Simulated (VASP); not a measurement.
HCl, 2 atoms in the cell. Symmetry: Fmmm, No. 69, orthorhombic system. Conventional cell: a = 4.628 Å, b = 4.922 Å, c = 6.167 Å, α = 90.00°, β = 90.00°, γ = 90.00°. H (site symmetry mmm) has 6 Cl at 2.31 to 3.08 Å within 3.1 Å. Cl (site symmetry mmm) has 6 H at 2.31 to 3.08 Å within 3.1 Å.  This cell differs from its parent crystal: strain -0.080 along x and y, +0.080 along z.

* Program: VASP 6.6.1
* Task: single point
* Functional: PBEsol
* Potentials or basis: VASP PAW PBE potentials, release 64 (H, Cl)
* Cutoff: 520 eV
* k mesh: 16 × 16 × 16
* Occupations: gaussian, width 0.15 eV
* Spin: no spin polarisation
* Dipole correction: no
* Further INCAR settings: ALGO = Normal; EDIFF = 1e-07; NBANDS = 11

Potentials or basis: VASP PAW PBE potentials, release 64 (H, Cl).

The run is started by

```console
$ cat potpaw_PBE.64/H/POTCAR potpaw_PBE.64/Cl/POTCAR > POTCAR
$ mpirun -np 1 vasp_std > vasp.out
```

Hardware: 1 thread of Oxide Virtual Turin-like Processor, on a shared host.

**Question.** Estimate the wall time of this run.

**Answer.** It took 4.8 min on 1 thread of Oxide Virtual Turin-like Processor, on a shared host, peak memory 0.3 GiB. Counts: scf iterations 14, k points 621.
